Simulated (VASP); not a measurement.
Input of a VASP 6.6.1 run:

Contents of INCAR:

```
PREC = Accurate
ENCUT = 520
EDIFF = 1E-7
ISMEAR = 0
SIGMA = 0.15
LREAL = F
LASPH = T
NELM = 80
ALGO = Normal
ISIF = 2
LWAVE = F
LCHARG = T
GGA = PS
LELF = T
LVHAR = T
NBANDS = 15
```

Contents of KPOINTS:

```
regular mesh
0
Gamma
  18 18 12
```

File POSCAR:

```
TiSi
1.0
    1.7889353300     -2.0858596400      0.0000000000
    1.7889353300      2.0858596400      0.0000000000
    0.0000000000      0.0000000000      3.6898159800
Ti Si
1 1
Direct
    0.5000000000      0.5000000000      0.0000000000
    0.0000000000      0.0000000000      0.5000000000
```

Potentials or basis: VASP PAW PBE potentials, release 64 (Ti_sv, Si).

Command:

```sh
$ cat potpaw_PBE.64/Ti_sv/POTCAR potpaw_PBE.64/Si/POTCAR > POTCAR
$ mpirun -np 1 vasp_std > vasp.out
```

(1) Estimate the pressure.

(2) Estimate the band gap on the k mesh.

## Answers

(1) 4.9 GPa.

(2) zero (band 8 reaches 11.52 eV, above the bottom of band 9 at 9.73 eV).

Caveat: the cell differs from its parent crystal (strain -0.015 along x and y, -0.030 along z); the PAW data sets were made with another functional, which shifts forces and pressure a little.
